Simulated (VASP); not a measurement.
# Si (Amm2) in VASP: further runs, part 2 of 3

VASP 6.6.1. Earlier steps stand in the parts before.

## 3. Single point, PBE (mode 4 frozen in at -0.256 Å and mode 7 at -0.157 Å (largest displacements))

The input, INCAR:

```
SYSTEM = Si
PREC = Accurate ; ENCUT = 520
EDIFF = 1E-6 ; ISMEAR = 0
SIGMA = 0.05 ; LREAL = .False.
LASPH = .True. ; NELM = 60
ALGO = Normal ; ISIF = 2
LWAVE = .False. ; LCHARG = .False.
GGA = PE ; NBANDS = 26
```

The input, KPOINTS:

```
regular mesh
0
Gamma
  10 10 4
  0 0 0
```

The input, POSCAR:

```
Si
1.0
    0.0000000000      0.0000000000      3.8608359371
    3.3455832253     -3.3455832253     -1.9304179686
    6.6911664507      6.6911664507      0.0000000000
Si
8
Direct
   -0.0465920892      0.0000000000      0.1786105076
    0.4654697610      0.0000000000      0.6786105076
    0.4654697610      0.0000000000      0.3213894924
   -0.0465920892      0.0000000000      0.8213894924
    0.7957473771      0.6427789847      0.0000000000
    0.4281539358      0.6427789847      0.5000000000
    0.1529683924      0.3572210153      0.0000000000
    0.7853749511      0.3572210153      0.5000000000
```

Potentials or basis: VASP PAW PBE potentials, release 64 (Si).

Run with:

```bash
$ cat potpaw_PBE.64/Si/POTCAR > POTCAR
$ mpirun -np 1 vasp_std > vasp.out
```

OUTCAR:

```text
SYSTEM = Si
   PREC = Accurate
   ENCUT = 520
   EDIFF = 1E-6
   ISMEAR = 0
   LREAL = .False.
   LASPH = .True.
   NELM = 60
   ISIF = 2
   GGA = PE

 ion  position               nearest neighbor table
   1  0.953  0.000  0.179-   3 2.32   7 2.39   5 2.39   3 2.39
   2  0.465  0.000  0.679-   4 2.32   4 2.39   8 2.45   6 2.45
   3  0.465  0.000  0.321-   1 2.32   1 2.39   8 2.45   6 2.45
   4  0.953  0.000  0.821-   2 2.32   7 2.39   5 2.39   2 2.39
   5  0.796  0.643  0.000-   7 2.36   7 2.36   1 2.39   4 2.39
   6  0.428  0.643  0.500-   8 2.36   8 2.36   2 2.45   3 2.45
   7  0.153  0.357  0.000-   5 2.36   5 2.36   4 2.39   1 2.39
   8  0.785  0.357  0.500-   6 2.36   6 2.36   3 2.45   2 2.45

  LATTYP: Found a base centered orthorhombic cell.
 ALAT       =     3.8608359371
 B/A-ratio  =     2.4509558284
 C/A-ratio  =     2.4509558284

  Lattice vectors:

 A1 = (  -3.3455832253,   3.3455832253,   1.9304179686)
 A2 = (   3.3455832253,  -3.3455832253,   1.9304179685)
 A3 = (   6.6911664507,   6.6911664507,   0.0000000000)

Analysis of symmetry for initial positions (statically):
=====================================================================
 Subroutine PRICEL returns:
 Original cell was already a primitive cell.

 Routine SETGRP: Setting up the symmetry group for a
 base centered orthorhombic supercell.

 Subroutine GETGRP returns: Found  4 space group operations
 (whereof  4 operations were pure point group operations)
 out of a pool of  8 trial point group operations.

The static configuration has the point symmetry C_2v.

Analysis of symmetry for dynamics (positions and initial velocities):
=====================================================================
 Subroutine PRICEL returns:
 Original cell was already a primitive cell.
[... 136 lines left out ...]
   EFERMI_NEDOS =   21; number of points for ismear=-14 and -15
   IALGO  =     38    algorithm
   IMIX   =      4    mixing-type and parameters
     AMIX     =   0.40;   BMIX     =  1.00
     AMIX_MAG =   1.60;   BMIX_MAG =  1.00
  volume/ion in A,a.u.               =      21.61       145.81
  Fermi-wavevector in a.u.,A,eV,Ry     =   0.933032  1.763175 11.844531  0.870548
  Thomas-Fermi vector in A             =   2.059691
   LORBIT       =      0    0 simple, 1 ext, 2 COOP (PROOUT), +10 PAW based schemes
   GGA     = PE    functional components
   LHFCALC =     F    Hartree Fock is set to
   AEXX    =    0.0000 exact exchange contribution
   IVDW    =     0    specifies the selected vdW correction
   LEPSILON=     F    determine dielectric tensor
   LRPA    =     F    only Hartree local field effects (RPA)
 non-spin polarized calculation
 Gauss-broadening in eV      SIGMA  =   0.05
  energy-cutoff  :      520.00
  volume of cell :      172.86
 maximum number of plane-waves:      4690
 NGX is ok and might be reduce to    30
   NGX = 15   NGY = 19   NGZ = 35

 number of electron      32.0000002 magnetization

 Free energy of the ion-electron system (eV)
  ---------------------------------------------------
  ext. energy  EPLUGINS =         0.00000000
  ---------------------------------------------------
  free energy    TOTEN  =       -42.11546595 eV

  energy without entropy =      -42.11483142  energy(sigma->0) =      -42.11514869

 E-fermi :   5.3572     XC(G=0):  -9.0547

 val. band max:        5.3092155985   @ k =  -0.4000   0.2000   0.0000
 cond. band min:       5.3646365654   @ k =   0.0000   0.4000   0.0000
 fundamental gap:      0.0554209670
 Fermi energy:         5.3572278155

 k-point     1 :       0.0000    0.0000    0.0000
  band No.  band energies     occupation
      1      -6.6137      2.00000
      2      -5.6093      2.00000
      3      -4.7304      2.00000
      4      -2.5221      2.00000
      5      -0.1701      2.00000
      6      -0.1533      2.00000
[... 685 lines left out ...]
     25       9.4026      0.00000
     26       9.8065      0.00000

 [... further k-points ...]
[... 5 lines left out ...]
  --------------------------------------------------------------------------------------
  -------------------------------------------------------------------------------------
  Total       -1.2378753     -1.2378753     -0.9682608      0.1358647     -0.0000000      0.0000000
  in kB      -11.4736725    -11.4736725     -8.9746580      1.2593082     -0.0000000      0.0000000
  external PRESSURE =     -10.6406676 kB  Pullay stress =       0.0000000 kB

 VOLUME and BASIS-vectors are now :
 -----------------------------------------------------------------------------
  energy-cutoff  :      520.00
  volume of cell :      172.86
      direct lattice vectors                 reciprocal lattice vectors
     0.000000000  0.000000000  3.860835937     0.074725387 -0.074725387  0.259011265
     3.345583225 -3.345583225 -1.930417969     0.149450773 -0.149450773  0.000000000
     6.691166451  6.691166451  0.000000000     0.074725387  0.074725387  0.000000000

 POSITION                                       TOTAL-FORCE (eV/Angst)
 -----------------------------------------------------------------------------------
      1.19511      1.19511      3.68095        -0.075901     -0.075901      0.410578
      4.54070      4.54070      1.79710        -0.334663     -0.334663      0.417846
      2.15047      2.15047      1.79710         0.334663      0.334663      0.417846
      5.49605      5.49605      3.68095         0.075901      0.075901      0.410578
      2.15047     -2.15047      1.83142         0.004042     -0.004042      0.052222
      5.49605      1.19511      0.41220         0.346681     -0.346681     -0.880646
      1.19511     -1.19511     -0.09900        -0.004042      0.004042      0.052222
      4.54070      2.15047      2.34262        -0.346681      0.346681     -0.880646
 -----------------------------------------------------------------------------------
    total drift:                                0.000000     -0.000000     -0.000056

  FREE ENERGIE OF THE ION-ELECTRON SYSTEM (eV)
  ---------------------------------------------------
  free  energy   TOTEN  =       -42.1154659514 eV

  energy  without entropy=      -42.1148314192  energy(sigma->0) =      -42.11514869
```

OSZICAR:

```text
N       E                     dE             d eps       ncg     rms          rms(c)
DAV:   1     0.668527962730E+02    0.66853E+02   -0.11845E+04  4836   0.100E+03
DAV:   2    -0.373917127981E+02   -0.10424E+03   -0.95932E+02  6090   0.145E+02
DAV:   3    -0.428178521042E+02   -0.54261E+01   -0.53254E+01  6378   0.302E+01
DAV:   4    -0.429239406354E+02   -0.10609E+00   -0.10576E+00  6158   0.529E+00
DAV:   5    -0.429267743353E+02   -0.28337E-02   -0.28315E-02  6280   0.813E-01    0.923E+00
DAV:   6    -0.423439076515E+02    0.58287E+00   -0.35477E-01  5678   0.232E+00    0.555E+00
DAV:   7    -0.421105617894E+02    0.23335E+00   -0.65771E-01  5710   0.312E+00    0.474E-01
DAV:   8    -0.421132480115E+02   -0.26862E-02   -0.62276E-02  5546   0.116E+00    0.299E-01
DAV:   9    -0.421149050253E+02   -0.16570E-02   -0.39883E-03  6156   0.315E-01    0.147E-01
DAV:  10    -0.421152815037E+02   -0.37648E-03   -0.12578E-03  5468   0.154E-01    0.515E-02
DAV:  11    -0.421154377976E+02   -0.15629E-03   -0.23444E-04  5934   0.735E-02    0.295E-02
DAV:  12    -0.421154661692E+02   -0.28372E-04   -0.40764E-05  5510   0.283E-02    0.529E-03
DAV:  13    -0.421154659514E+02    0.21782E-06   -0.50197E-06  6108   0.989E-03
   1 F= -.42115466E+02 E0= -.42115149E+02  d E =-.634532E-03
```

stdout:

```text
POSCAR found type information on POSCAR Si
 POSCAR found :  1 types and       8 ions
 scaLAPACK will be used
 LDA part: xc-table for (Slater+PW92), standard interpolation
 POSCAR, INCAR and KPOINTS ok, starting setup
 FFT: planning ... GRIDC
 FFT: planning ... GRID_SOFT
 FFT: planning ... GRID
 WAVECAR not read
 entering main loop
```

Wall time 5.3 min (1 thread of Intel Xeon 6975P-C, shared host); peak memory 0.46 GiB.

Results:

| Property | Result |
| --- | --- |
| Free energy | -42.1155 eV |
| Pressure | -1.1 GPa |
| Largest force | 1.008 eV/Å |
| Band gap on the k mesh | zero (band 16 reaches 5.45 eV, above the bottom of band 17 at 5.31 eV) |

Forces on the atoms (eV/Å):
```
Si  -0.076 -0.076  0.411
Si  -0.335 -0.335  0.418
Si   0.335  0.335  0.418
Si   0.076  0.076  0.411
Si   0.004 -0.004  0.052
Si   0.347 -0.347 -0.881
Si  -0.004  0.004  0.052
Si  -0.347  0.347 -0.881
```

Levels at points of the mesh, in eV from the Fermi level:
```csv
k point,band 13,band 14,band 15,band 16,band 17,band 18,band 19,band 20
"(0.00, 0.00, 0.00)",-1.66,-1.54,-1.51,-0.43,1.00,1.40,1.40,1.81
"(0.50, 0.00, 0.00)",-2.49,-2.38,-2.28,-1.98,1.09,1.62,1.63,2.00
"(0.00, 0.50, 0.00)",-1.67,-0.77,0.07,0.10,0.75,1.49,1.79,1.97
"(0.00, 0.00, 0.50)",-1.76,-1.73,-1.62,-1.57,0.70,0.71,1.51,1.86
"(0.50, 0.00, 0.50)",-2.37,-2.19,-1.41,-1.38,0.70,0.73,1.89,2.08
"(0.00, 0.50, 0.50)",-1.27,-0.79,-0.59,-0.44,0.70,1.11,2.46,2.65
```

Caveat: the cell differs from its parent crystal (mode 4 frozen in at -0.256 Å and mode 7 at -0.157 Å (largest displacements)); forces of over 1 eV/Å act on the atoms, so gaps and moduli don't describe the material at rest.

## 4. Single point, PBE (mode 4 frozen in at -0.256 Å and mode 7 at -0.261 Å (largest displacements))

The input, INCAR:

```
PREC     = Accurate       # precision mode
ENCUT    = 520            # plane-wave cutoff, eV
EDIFF    = 1E-7           # SCF threshold, eV
ISMEAR   = 0              # smearing method
SIGMA    = 0.05           # smearing width, eV
LREAL    = False          # projectors in reciprocal space
LASPH    = True           # aspherical terms in the spheres
NELM     = 100            # most SCF steps
ALGO     = Normal         # electronic algorithm
ISIF     = 2              # what is computed and relaxed
LWAVE    = False          # write WAVECAR
LCHARG   = False          # write CHGCAR
GGA      = PE             # functional
NBANDS   = 26             # bands
```

The input, KPOINTS:

```
Automatic mesh
0
Gamma
  10 10 4
```

The input, POSCAR:

```
Si
1.0
    0.0000000000      0.0000000000      3.8608359371
    3.3455832253     -3.3455832253     -1.9304179686
    6.6911664507      6.6911664507      0.0000000000
Si
8
Direct
   -0.0736328653      0.0000000000      0.1786105076
    0.4384289849      0.0000000000      0.6786105076
    0.4384289849      0.0000000000      0.3213894924
   -0.0736328653      0.0000000000      0.8213894924
    0.8227881532      0.6427789847      0.0000000000
    0.4551947118      0.6427789847      0.5000000000
    0.1800091685      0.3572210153      0.0000000000
    0.8124157271      0.3572210153      0.5000000000
```

Potentials or basis: VASP PAW PBE potentials, release 64 (Si).

Run with:

```bash
$ cat potpaw_PBE.64/Si/POTCAR > POTCAR
$ mpirun -np 1 vasp_std > vasp.out
```

OUTCAR:

```text
PREC = Accurate
   ENCUT = 520
   EDIFF = 1E-7
   ISMEAR = 0
   LREAL = False
   LASPH = True
   NELM = 100
   ISIF = 2
   GGA = PE

 ion  position               nearest neighbor table
   1  0.926  0.000  0.179-   3 2.32   3 2.39   7 2.41   5 2.41
   2  0.438  0.000  0.679-   4 2.32   4 2.39   8 2.51   6 2.51
   3  0.438  0.000  0.321-   1 2.32   1 2.39   8 2.51   6 2.51
   4  0.926  0.000  0.821-   2 2.32   2 2.39   7 2.41   5 2.41
   5  0.823  0.643  0.000-   7 2.36   7 2.36   1 2.41   4 2.41
   6  0.455  0.643  0.500-   8 2.36   8 2.36   2 2.51   3 2.51
   7  0.180  0.357  0.000-   5 2.36   5 2.36   4 2.41   1 2.41
   8  0.812  0.357  0.500-   6 2.36   6 2.36   3 2.51   2 2.51

  LATTYP: Found a base centered orthorhombic cell.
 ALAT       =     3.8608359371
 B/A-ratio  =     2.4509558284
 C/A-ratio  =     2.4509558284

  Lattice vectors:

 A1 = (  -3.3455832253,   3.3455832253,   1.9304179686)
 A2 = (   3.3455832253,  -3.3455832253,   1.9304179685)
 A3 = (   6.6911664507,   6.6911664507,   0.0000000000)

Analysis of symmetry for initial positions (statically):
=====================================================================
 Subroutine PRICEL returns:
 Original cell was already a primitive cell.

 Routine SETGRP: Setting up the symmetry group for a
 base centered orthorhombic supercell.

 Subroutine GETGRP returns: Found  4 space group operations
 (whereof  4 operations were pure point group operations)
 out of a pool of  8 trial point group operations.

The static configuration has the point symmetry C_2v.

Analysis of symmetry for dynamics (positions and initial velocities):
=====================================================================
 Subroutine PRICEL returns:
 Original cell was already a primitive cell.

 Routine SETGRP: Setting up the symmetry group for a
 base centered orthorhombic supercell.
[... 134 lines left out ...]
   IALGO  =     38    algorithm
   IMIX   =      4    mixing-type and parameters
     AMIX     =   0.40;   BMIX     =  1.00
     AMIX_MAG =   1.60;   BMIX_MAG =  1.00
  volume/ion in A,a.u.               =      21.61       145.81
  Fermi-wavevector in a.u.,A,eV,Ry     =   0.933032  1.763175 11.844531  0.870548
  Thomas-Fermi vector in A             =   2.059691
   LORBIT       =      0    0 simple, 1 ext, 2 COOP (PROOUT), +10 PAW based schemes
   GGA     = PE    functional components
   LHFCALC =     F    Hartree Fock is set to
   AEXX    =    0.0000 exact exchange contribution
   IVDW    =     0    specifies the selected vdW correction
   LEPSILON=     F    determine dielectric tensor
   LRPA    =     F    only Hartree local field effects (RPA)
 non-spin polarized calculation
 Gauss-broadening in eV      SIGMA  =   0.05
  energy-cutoff  :      520.00
  volume of cell :      172.86
 maximum number of plane-waves:      4690
 NGX is ok and might be reduce to    30
   NGX = 15   NGY = 19   NGZ = 35

 number of electron      32.0000001 magnetization

 Free energy of the ion-electron system (eV)
  ---------------------------------------------------
  ext. energy  EPLUGINS =         0.00000000
  ---------------------------------------------------
  free energy    TOTEN  =       -41.64803404 eV

  energy without entropy =      -41.64758752  energy(sigma->0) =      -41.64781078

 E-fermi :   5.3485     XC(G=0):  -9.0906

 val. band max:        5.3115772295   @ k =   0.1000   0.4000   0.0000
 cond. band min:       5.3812712085   @ k =  -0.4000   0.1000   0.0000
 fundamental gap:      0.0696939790
 Fermi energy:         5.3485186149

 k-point     1 :       0.0000    0.0000    0.0000
  band No.  band energies     occupation
      1      -6.5806      2.00000
      2      -5.5648      2.00000
      3      -4.7250      2.00000
      4      -2.5479      2.00000
      5      -0.0912      2.00000
      6      -0.0664      2.00000
[... 685 lines left out ...]
     25       9.2861      0.00000
     26       9.7201      0.00000

 [... further k-points ...]
[... 5 lines left out ...]
  --------------------------------------------------------------------------------------
  -------------------------------------------------------------------------------------
  Total       -2.3749600     -2.3749600     -2.0265650      0.0798156     -0.0000000      0.0000000
  in kB      -22.0131333    -22.0131333    -18.7839143      0.7397985     -0.0000000      0.0000000
  external PRESSURE =     -20.9367270 kB  Pullay stress =       0.0000000 kB

 VOLUME and BASIS-vectors are now :
 -----------------------------------------------------------------------------
  energy-cutoff  :      520.00
  volume of cell :      172.86
      direct lattice vectors                 reciprocal lattice vectors
     0.000000000  0.000000000  3.860835937     0.074725387 -0.074725387  0.259011265
     3.345583225 -3.345583225 -1.930417969     0.149450773 -0.149450773  0.000000000
     6.691166451  6.691166451  0.000000000     0.074725387  0.074725387  0.000000000

 POSITION                                       TOTAL-FORCE (eV/Angst)
 -----------------------------------------------------------------------------------
      1.19511      1.19511      3.57655        -0.210460     -0.210460      0.675902
      4.54070      4.54070      1.69270        -0.534554     -0.534554      0.739681
      2.15047      2.15047      1.69270         0.534554      0.534554      0.739681
      5.49605      5.49605      3.57655         0.210460      0.210460      0.675902
      2.15047     -2.15047      1.93582         0.100252     -0.100252     -0.221522
      5.49605      1.19511      0.51660         0.563906     -0.563906     -1.194061
      1.19511     -1.19511      0.00540        -0.100252      0.100252     -0.221522
      4.54070      2.15047      2.44702        -0.563906      0.563906     -1.194061
 -----------------------------------------------------------------------------------
    total drift:                               -0.000000      0.000000     -0.000016

  FREE ENERGIE OF THE ION-ELECTRON SYSTEM (eV)
  ---------------------------------------------------
  free  energy   TOTEN  =       -41.6480340380 eV

  energy  without entropy=      -41.6475875186  energy(sigma->0) =      -41.64781078
```

Wall time 6.4 min (1 thread of Intel Xeon 6975P-C, shared host); peak memory 0.45 GiB.

What came out:

| Item | Value |
| --- | --- |
| Free energy | -41.6480 eV |
| Pressure | -2.1 GPa |
| Largest force | 1.436 eV/Å |
| Band gap on the k mesh | zero (band 16 reaches 5.59 eV, above the bottom of band 17 at 5.14 eV) |

Forces on the atoms (eV/Å):
```
Si  -0.210 -0.210  0.676
Si  -0.535 -0.535  0.740
Si   0.535  0.535  0.740
Si   0.210  0.210  0.676
Si   0.100 -0.100 -0.222
Si   0.564 -0.564 -1.194
Si  -0.100  0.100 -0.222
Si  -0.564  0.564 -1.194
```

Stress tensor (GPa, compression positive):
```
-2.20  0.07  0.00
 0.07 -2.20  0.00
 0.00  0.00 -1.88
```

Caveat: the cell differs from its parent crystal (mode 4 frozen in at -0.256 Å and mode 7 at -0.261 Å (largest displacements)); forces of over 1 eV/Å act on the atoms, so gaps and moduli don't describe the material at rest.

## 5. Single point, PBE (mode 4 frozen in at -0.341 Å and mode 7 at -0.261 Å (largest displacements))

The input, INCAR:

```
SYSTEM = Si
PREC = Accurate ; ENCUT = 520
EDIFF = 1E-6 ; ISMEAR = 0
SIGMA = 0.05 ; LREAL = .FALSE.
LASPH = .TRUE. ; NELM = 100
ALGO = Normal ; ISIF = 2
LWAVE = .FALSE. ; LCHARG = .FALSE.
GGA = PE ; NBANDS = 26
```

The input, KPOINTS:

```
Automatic mesh
0
G
  10 10 4
  0 0 0
```

The input, POSCAR:

```
Si
1.0
    0.0000000000      0.0000000000      3.8608359371
    3.3455832253     -3.3455832253     -1.9304179686
    6.6911664507      6.6911664507      0.0000000000
Si
8
Direct
   -0.0756431736      0.0000000000      0.1786105076
    0.4404392933      0.0000000000      0.6786105076
    0.4404392933      0.0000000000      0.3213894924
   -0.0756431736      0.0000000000      0.8213894924
    0.8007203934      0.6427789847      0.0000000000
    0.4772624716      0.6427789847      0.5000000000
    0.1579414087      0.3572210153      0.0000000000
    0.8344834869      0.3572210153      0.5000000000
```

Run with:

```bash
$ cat potpaw_PBE.64/Si/POTCAR > POTCAR
$ mpirun -np 1 vasp_std > vasp.out
```

Run time: 13 min. Hardware: 1 thread of AMD EPYC 7R13, shared host; peak memory 0.42 GiB.

It converged, with:

| Quantity | Value |
| --- | --- |
| Free energy | -41.4593 eV |
| Pressure | -2.1 GPa |
| Largest force | 1.606 eV/Å |
| Band gap on the k mesh | zero (band 16 reaches 5.63 eV, above the bottom of band 17 at 4.99 eV) |

Forces on the atoms (eV/Å):
```
Si  -0.196 -0.196  0.685
Si  -0.609 -0.609  0.731
Si   0.609  0.609  0.731
Si   0.196  0.196  0.685
Si   0.046 -0.046 -0.082
Si   0.633 -0.633 -1.334
Si  -0.046  0.046 -0.082
Si  -0.633  0.633 -1.334
```

Stress tensor (GPa, compression positive):
```
-2.12  0.21  0.00
 0.21 -2.12  0.00
 0.00  0.00 -2.19
```

Levels at points of the mesh, in eV from the Fermi level:
| k point | band 12 | band 13 | band 14 | band 15 | band 16 | band 17 | band 18 | band 19 | band 20 | band 21 |
| --- | --- | --- | --- | --- | --- | --- | --- | --- | --- | --- |
| (0.00, 0.00, 0.00) | -1.83 | -1.68 | -1.53 | -1.51 | -0.17 | 0.80 | 1.25 | 1.31 | 1.81 | 1.85 |
| (0.50, 0.00, 0.00) | -2.55 | -2.47 | -2.31 | -2.02 | -1.79 | 0.90 | 1.44 | 1.65 | 1.80 | 2.32 |
| (0.00, 0.50, 0.00) | -1.82 | -1.66 | -1.08 | 0.27 | 0.29 | 0.86 | 1.37 | 1.73 | 2.12 | 2.47 |
| (0.00, 0.00, 0.50) | -1.78 | -1.72 | -1.63 | -1.54 | -1.51 | 0.61 | 0.68 | 1.35 | 1.65 | 1.88 |
| (0.50, 0.00, 0.50) | -3.31 | -2.30 | -1.94 | -1.29 | -1.23 | 0.56 | 0.63 | 1.58 | 1.90 | 2.95 |
| (0.00, 0.50, 0.50) | -1.81 | -1.67 | -0.81 | -0.52 | -0.22 | 0.69 | 1.27 | 2.17 | 2.65 | 2.80 |

Caveat: the cell differs from its parent crystal (mode 4 frozen in at -0.341 Å and mode 7 at -0.261 Å (largest displacements)); forces of over 1 eV/Å act on the atoms, so gaps and moduli don't describe the material at rest.

(Continued in part 3 of 3.)
